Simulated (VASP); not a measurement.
# BiTe (Fm-3m) in VASP: settings compared

Aim: see how the results for BiTe move with the level of theory and the settings. Levels: PBE+D4, PBE+D3(BJ). Tasks: single point.

All numbers are computed with VASP 6.6.1; they aren't measurements. Logs are shortened: lines on timing, memory, paths and dates and some standing lists are left out, and cuts for length are marked.

## 1. The cell of the first run

It takes space group Fm-3m (No. 225, cubic). The conventional cell has a = 6.328 Å, b = 6.328 Å, c = 6.328 Å, α = 90.00°, β = 90.00°, γ = 90.00°. Bi (site symmetry m-3m) has 6 Te at 3.16 Å within 4.2 Å. Te (site symmetry m-3m) has 6 Bi at 3.16 Å within 4.2 Å.

## 2. Single point, PBE+D4 (volume scaled by 0.96)

The input, INCAR:

```
SYSTEM = BiTe
ALGO = Normal ; EDIFF = 1E-6
ENCUT = 520 ; GGA = PE
ISIF = 2 ; ISMEAR = 0
IVDW = 13 ; LASPH = .TRUE.
LCHARG = .FALSE. ; LREAL = .FALSE.
LWAVE = .FALSE. ; NBANDS = 18
NELM = 80 ; PREC = Accurate
SIGMA = 0.05
```

The input, KPOINTS:

```
k-points
0
G
  6 6 6
  0 0 0
```

The input, POSCAR:

```
BiTe
1.0
    0.0000000000      3.1638181781      3.1638181781
    3.1638181781      0.0000000000      3.1638181781
    3.1638181781      3.1638181781      0.0000000000
Bi Te
1 1
Direct
    0.5000000000      0.5000000000      0.5000000000
    0.0000000000      0.0000000000      0.0000000000
```

Potentials or basis: VASP PAW PBE potentials, release 64 (Bi_d, Te).

Command:

```
cat potpaw_PBE.64/Bi_d/POTCAR potpaw_PBE.64/Te/POTCAR > POTCAR
mpirun -np 1 vasp_std > vasp.out
```

OUTCAR:

```text
SYSTEM = BiTe
   EDIFF = 1E-6
   ENCUT = 520
   GGA = PE
   ISIF = 2
   ISMEAR = 0
   IVDW = 13
   LASPH = .TRUE.
   LREAL = .FALSE.
   NELM = 80
   PREC = Accurate

 ion  position               nearest neighbor table
   1  0.500  0.500  0.500-   2 3.16   2 3.16   2 3.16   2 3.16   2 3.16   2 3.16
   2  0.000  0.000  0.000-   1 3.16   1 3.16   1 3.16   1 3.16   1 3.16   1 3.16

  LATTYP: Found a face centered cubic cell.
 ALAT       =     6.3276363562

  Lattice vectors:

 A1 = (   0.0000000000,   3.1638181781,   3.1638181781)
 A2 = (   3.1638181781,   0.0000000000,   3.1638181781)
 A3 = (   3.1638181781,   3.1638181781,   0.0000000000)

Analysis of symmetry for initial positions (statically):
=====================================================================
 Subroutine PRICEL returns:
 Original cell was already a primitive cell.

 Routine SETGRP: Setting up the symmetry group for a
 face centered cubic supercell.

 Subroutine GETGRP returns: Found 48 space group operations
 (whereof 48 operations were pure point group operations)
 out of a pool of 48 trial point group operations.

The static configuration has the point symmetry O_h .

Analysis of symmetry for dynamics (positions and initial velocities):
=====================================================================
 Subroutine PRICEL returns:
 Original cell was already a primitive cell.

 Routine SETGRP: Setting up the symmetry group for a
 face centered cubic supercell.

 Subroutine GETGRP returns: Found 48 space group operations
 (whereof 48 operations were pure point group operations)
 out of a pool of 48 trial point group operations.

The dynamic configuration has the point symmetry O_h .

 Subroutine INISYM returns: Found 48 space group operations
 (whereof 48 operations are pure point group operations),
 and found     1 'primitive' translations

----------------------------------------------------------------------------------------

                                     Primitive cell

  volume of cell :      63.3380

  direct lattice vectors                    reciprocal lattice vectors
     0.000000000  3.163818178  3.163818178    -0.158036895  0.158036895  0.158036895
     3.163818178  0.000000000  3.163818178     0.158036895 -0.158036895  0.158036895
     3.163818178  3.163818178  0.000000000     0.158036895  0.158036895 -0.158036895

  length of vectors
     4.474314576  4.474314576  4.474314576     0.273727931  0.273727931  0.273727931

  position of ions in fractional coordinates (direct lattice)
     0.500000000  0.500000000  0.500000000
     0.000000000  0.000000000  0.000000000

  ion indices of the primitive-cell ions
   primitive index   ion index
                 1           1
                 2           2

----------------------------------------------------------------------------------------

 KPOINTS: k-points

Automatic generation of k-mesh.
 Grid dimensions read from file:
 generate k-points for:    6    6    6

 Generating k-lattice:

  Cartesian coordinates                     Fractional coordinates (reciprocal lattice)
    -0.026339482  0.026339482  0.026339482     0.166666667  0.000000000  0.000000000
     0.026339482 -0.026339482  0.026339482     0.000000000  0.166666667  0.000000000
     0.026339482  0.026339482 -0.026339482     0.000000000  0.000000000  0.166666667

  Length of vectors
     0.045621322  0.045621322  0.045621322

  Shift w.r.t. Gamma in fractional coordinates (k-lattice)
     0.000000000  0.000000000  0.000000000

 Subroutine IBZKPT returns following result:
 ===========================================

 Found     16 irreducible k-points:

 Following reciprocal coordinates:
            Coordinates               Weight
  0.000000  0.000000  0.000000      1.000000
  0.166667  0.000000  0.000000      8.000000
  0.333333  0.000000  0.000000      8.000000
  0.500000  0.000000  0.000000      4.000000
  0.166667  0.166667  0.000000      6.000000
  0.333333  0.166667  0.000000     24.000000
[... 8 lines left out ...]
 -0.333333  0.333333  0.166667     24.000000
 -0.333333  0.500000  0.166667     12.000000
   k-points           NKPTS =     16   k-points in BZ     NKDIM =     16   number of bands    NBANDS=     18
   number of dos      NEDOS =    301   number of ions     NIONS =      2
   total plane-waves  NPLWV =  46656
   dimension x,y,z NGX =    36 NGY =   36 NGZ =   36
   dimension x,y,z NGXF=    72 NGYF=   72 NGZF=   72
   ions per type =               1   1
   NGX,Y,Z   is equivalent  to a cutoff of  13.38, 13.38, 13.38 a.u.
   NGXF,Y,Z  is equivalent  to a cutoff of  26.75, 26.75, 26.75 a.u.
 SYSTEM =  BiTe
   PREC   = accura    normal or accurate (medium, high low for compatibility)
   ISTART =      0    job   : 0-new  1-cont  2-samecut
   ICHARG =      2    charge: 1-file 2-atom 10-const
   ISPIN  =      1    spin polarized calculation?
   LNONCOLLINEAR =      F non collinear calculations
   LSORBIT =      F    spin-orbit coupling
   LASPH  =      T    aspherical Exc in radial PAW
   ENCUT  =  520.0 eV  38.22 Ry    6.18 a.u.   8.32  8.32  8.32*2*pi/ulx,y,z
   NELM   =     80;   NELMIN=  2; NELMDL= -5     # of ELM steps
   EDIFF  = 0.1E-05   stopping-criterion for ELM
   LREAL  =      F    real-space projection
   EDIFFG = 0.1E-04   stopping-criterion for IOM
   NSW    =      0    number of steps for IOM
   IBRION =     -1    ionic relax: 0-MD 1-quasi-New 2-CG
   NFREE  =      0    steps in history (QN), initial steepest desc. (CG)
   ISIF   =      2    stress and relaxation
   ISYM   =      2    0-nonsym 1-usesym 2-fastsym
   POTIM  = 0.5000    time-step for ionic-motion
   TEBEG  =    0.0;   TEEND  =   0.0 temperature during run
   PSTRESS=    0.0 pullay stress
   NELECT =      21.0000    total number of electrons
   NUPDOWN=      -1.0000    fix difference up-down
   EMIN   =  10.00;   EMAX   =-10.00  energy-range for DOS
   EFERMI =   0.00;   METHOD = LEGACY
   ISMEAR =     0;   SIGMA  =   0.05  broadening in eV -4-tet -1-fermi 0-gaus
   EFERMI_NEDOS =   21; number of points for ismear=-14 and -15
   IALGO  =     38    algorithm
   IMIX   =      4    mixing-type and parameters
     AMIX     =   0.40;   BMIX     =  1.00
     AMIX_MAG =   1.60;   BMIX_MAG =  1.00
  volume/ion in A,a.u.               =      31.67       213.71
  Fermi-wavevector in a.u.,A,eV,Ry     =   1.133078  2.141207 17.468049  1.283865
  Thomas-Fermi vector in A             =   2.269780
   LORBIT       =      0    0 simple, 1 ext, 2 COOP (PROOUT), +10 PAW based schemes
   GGA     = PE    functional components
   LHFCALC =     F    Hartree Fock is set to
   AEXX    =    0.0000 exact exchange contribution
   IVDW    =    13    specifies the selected vdW correction
   LEPSILON=     F    determine dielectric tensor
   LRPA    =     F    only Hartree local field effects (RPA)
 non-spin polarized calculation
 Gauss-broadening in eV      SIGMA  =   0.05
  energy-cutoff  :      520.00
  volume of cell :       63.34
 maximum number of plane-waves:      1724
 NGX is ok and might be reduce to    36
   NGX = 17   NGY = 17   NGZ = 17

 number of electron      21.0000001 magnetization

 Free energy of the ion-electron system (eV)
  ---------------------------------------------------
  ext. energy  EPLUGINS =         0.00000000
  ---------------------------------------------------
  free energy    TOTEN  =        -7.08715925 eV

  energy without entropy =       -7.08237108  energy(sigma->0) =       -7.08476516

 E-fermi :   7.3722     XC(G=0):  -9.7332

 val. band max:        7.3715594010   @ k =   0.3333   0.0000   0.0000
 cond. band min:       7.4798392175   @ k =   0.3333   0.0000   0.0000
 fundamental gap:      0.1082798165
 Fermi energy:         7.3722351091

 k-point     1 :       0.0000    0.0000    0.0000
  band No.  band energies     occupation
      1     -15.6787      2.00000
      2     -15.6787      2.00000
      3     -15.6718      2.00000
      4     -15.6718      2.00000
      5     -15.6718      2.00000
      6      -6.5180      2.00000
[... 10 lines left out ...]
     17      13.8596      0.00000
     18      13.9348      0.00000

 k-point     2 :       0.1667    0.0000    0.0000
  band No.  band energies     occupation
      1     -15.6801      2.00000
      2     -15.6801      2.00000
      3     -15.6712      2.00000
      4     -15.6698      2.00000
      5     -15.6698      2.00000
      6      -6.2483      2.00000
[... 10 lines left out ...]
     17      15.4373      0.00000
     18      15.5832      0.00000

 k-point     3 :       0.3333    0.0000    0.0000
  band No.  band energies     occupation
      1     -15.6834      2.00000
      2     -15.6834      2.00000
      3     -15.6701      2.00000
      4     -15.6650      2.00000
      5     -15.6650      2.00000
      6      -5.4588      2.00000
[... 10 lines left out ...]
     17      17.3873      0.00000
     18      18.2812      0.00000

 k-point     4 :       0.5000    0.0000    0.0000
  band No.  band energies     occupation
      1     -15.6852      2.00000
      2     -15.6852      2.00000
      3     -15.6695      2.00000
      4     -15.6626      2.00000
      5     -15.6626      2.00000
      6      -4.3828      2.00000
[... 207 lines left out ...]
      4     -15.6633      2.00000
      5     -15.6615      2.00000
      6      -4.8823      2.00000
[... 10 lines left out ...]
     17      15.9173      0.00000
     18      17.4388      0.00000

 k-point    15 :      -0.3333    0.3333    0.1667
  band No.  band energies     occupation
      1     -15.6907      2.00000
      2     -15.6801      2.00000
      3     -15.6674      2.00000
      4     -15.6663      2.00000
      5     -15.6595      2.00000
      6      -4.0693      2.00000
[... 10 lines left out ...]
     17      16.9151      0.00000
     18      18.2976      0.00000

 k-point    16 :      -0.3333    0.5000    0.1667
  band No.  band energies     occupation
      1     -15.6947      2.00000
      2     -15.6766      2.00000
      3     -15.6720      2.00000
      4     -15.6626      2.00000
      5     -15.6577      2.00000
      6      -4.2057      2.00000
[... 10 lines left out ...]
     17      17.9160      0.00000
     18      17.9982      0.00000

------------------------ aborting loop because EDIFF is reached ----------------------------------------

  DFT-D4 for vdW energy calculation

  Edisp (eV):   -1.05221

  FORCE on cell =-STRESS in cart. coord.  units (eV):
  Direction    XX          YY          ZZ          XY          YZ          ZX
  --------------------------------------------------------------------------------------
  -------------------------------------------------------------------------------------
  Total       0.85845     0.85845     0.85845     0.00000     0.00000    -0.00000
  in kB      21.71498    21.71498    21.71498     0.00000     0.00000    -0.00000
  external pressure =       21.71 kB  Pullay stress =        0.00 kB

 VOLUME and BASIS-vectors are now :
 -----------------------------------------------------------------------------
  energy-cutoff  :      520.00
  volume of cell :       63.34
      direct lattice vectors                 reciprocal lattice vectors
     0.000000000  3.163818178  3.163818178    -0.158036895  0.158036895  0.158036895
     3.163818178  0.000000000  3.163818178     0.158036895 -0.158036895  0.158036895
     3.163818178  3.163818178  0.000000000     0.158036895  0.158036895 -0.158036895

 POSITION                                       TOTAL-FORCE (eV/Angst)
 -----------------------------------------------------------------------------------
      3.16382      3.16382      3.16382         0.000000      0.000000      0.000000
      0.00000      0.00000      0.00000        -0.000000     -0.000000     -0.000000
 -----------------------------------------------------------------------------------
    total drift:                                0.000000      0.000000      0.000000

  FREE ENERGIE OF THE ION-ELECTRON SYSTEM (eV)
  ---------------------------------------------------
  free  energy   TOTEN  =        -8.1393741153 eV

  energy  without entropy=       -8.1345859377  energy(sigma->0) =       -8.13698003
```

Wall time 19 s (1 thread of Intel Xeon Platinum 8488C (Sapphire Rapids), shared host); peak memory 0.2 GiB.

Results:

| Property | Result |
| --- | --- |
| Free energy | -8.1394 eV |
| Pressure | 2.2 GPa |
| Dispersion energy per atom | -0.526 eV |

Levels at points of the mesh, in eV from the Fermi level:
```tsv
k point	band 8	band 9	band 10	band 11	band 12	band 13
(0.00, 0.00, 0.00)	-2.61	-2.61	-2.61	2.42	2.42	2.42
(0.50, 0.00, 0.00)	-1.94	-1.94	-1.46	-0.72	-0.61	-0.61
(0.50, 0.50, 0.00)	-6.01	-4.22	-4.22	2.11	4.03	4.03
```

Caveat: spin-orbit coupling is left out, which moves the levels of the heavy elements; pairwise dispersion overbinds metals, which lowers pressure and volume.

(Part 1 of 2 ends here.)
